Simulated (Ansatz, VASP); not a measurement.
## One calculation of LiF, two programs

Contents of INCAR:

```
PREC = Accurate ; ENCUT = 520
EDIFF = 1E-6 ; ISMEAR = -1
SIGMA = 0.02 ; LREAL = False
LASPH = True ; NELM = 60
ALGO = Normal ; ISIF = 2
LWAVE = False ; LCHARG = False
GGA = PE ; NBANDS = 12
```

KPOINTS

```
regular mesh
0
Gamma
  10 10 10
```

Contents of POSCAR:

```
LiF
1.0
    0.0769200317      2.2215305816      2.2215305816
    2.2215305816      0.0769200317      2.2215305816
    2.2215305816      2.2215305816      0.0769200317
Li F
1 1
Direct
    0.0025563095      0.0025563095      0.0025563095
    0.2474436905      0.2474436905      0.2474436905
```

Input for Ansatz:

```yaml
crystal:
  lattice:
    - [0.0769200317, 2.2215305816, 2.2215305816]
    - [2.2215305816, 0.0769200317, 2.2215305816]
    - [2.2215305816, 2.2215305816, 0.0769200317]
  atoms:
    - { symbol: Li, position: [0.0025563095, 0.0025563095, 0.0025563095] }
    - { symbol: F, position: [0.2474436905, 0.2474436905, 0.2474436905] }
kpoints:
  mp_grid: { grid: [10, 10, 10] }
  band_path:
    path:
      - [0.0, 0.0, 0.0]
      - [-0.5, -0.5, 0.0]
      - [-0.375, -0.375, 0.25]
      - [-0.375, 0.0, 0.375]
      - [0.0, 0.0, 0.5]
      - [-0.5, -0.25, 0.25]
    npoints: 1
hamiltonian:
  xc: pbe
scf:
  occupations: { method: fermi_dirac, width: 0.02 }
  n_extra_bands: 4
output:
  forces: true
  stress: true
  eigenvalues: true
```

Change from the starting cell: shear_111 strain +5.4%.

Alike in both runs: task single point; functional PBE; k mesh 10 × 10 × 10; occupations fermi-dirac, width 0.02 eV; no spin polarisation.

|  | VASP | Ansatz |
| --- | --- | --- |
| version | VASP 6.6.1 | Ansatz 0.2.0 |
| potentials or method | VASP PAW PBE potentials, release 64 (Li_sv, F) | plane waves, PAW |
| plane-wave cutoff (eV) | 520 | 420 |
| valence electrons in the cell | 10 | 10 |

VASP gave:

* gap on the k mesh at the Fermi level (eV): 7.56
* rms of the force components (eV/Å): 0.005

Q: What did Ansatz give for the same quantities?

A: gap on the k mesh at the Fermi level (eV): 7.57; rms of the force components (eV/Å): 0.003.

Atom by atom the forces differ by 0.003 eV/Å (rms over components).

Noted on VASP's run: the cutoff is short for stress, so the pressure is rough.
